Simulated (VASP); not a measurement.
A run of VASP 6.6.1:

INCAR

```
SYSTEM = CuAu
  ALGO = Fast
  EDIFF = 1E-6
  ENCUT = 520
  GGA = PE
  ISIF = 2
  ISMEAR = -4
  LASPH = .True.
  LCHARG = .False.
  LREAL = .False.
  LWAVE = .False.
  NBANDS = 18
  NELM = 60
  PREC = Accurate
  SIGMA = 0.1
```

File KPOINTS:

```
k-points
0
Gamma
  6 6 4
  0 0 0
```

POSCAR

```
CuAu
1.0
    2.8000000000      0.0000000000      0.0000000000
    0.0000000000      2.8000000000      0.0000000000
    0.0000000000      0.0000000000      3.6700000000
Cu Au
1 1
Direct
    0.5000000000      0.5000000000      0.5000000000
    0.0000000000      0.0000000000      0.0000000000
```

Potentials or basis: VASP PAW PBE potentials, release 64 (Cu, Au).

Launch:

```console
$ cat potpaw_PBE.64/Cu/POTCAR potpaw_PBE.64/Au/POTCAR > POTCAR
$ mpirun -np 1 vasp_std > vasp.out
```

Hardware: 1 thread of Intel(R) Xeon(R) 6975P-C (Granite Rapids) (shared host).

**Question.** Estimate the wall time of this run.

**Answer.** Wall time 9.8 s on 1 thread of Intel(R) Xeon(R) 6975P-C (Granite Rapids), on a shared host, peak memory 0.15 GiB. Counts: scf iterations 16, k points 30.
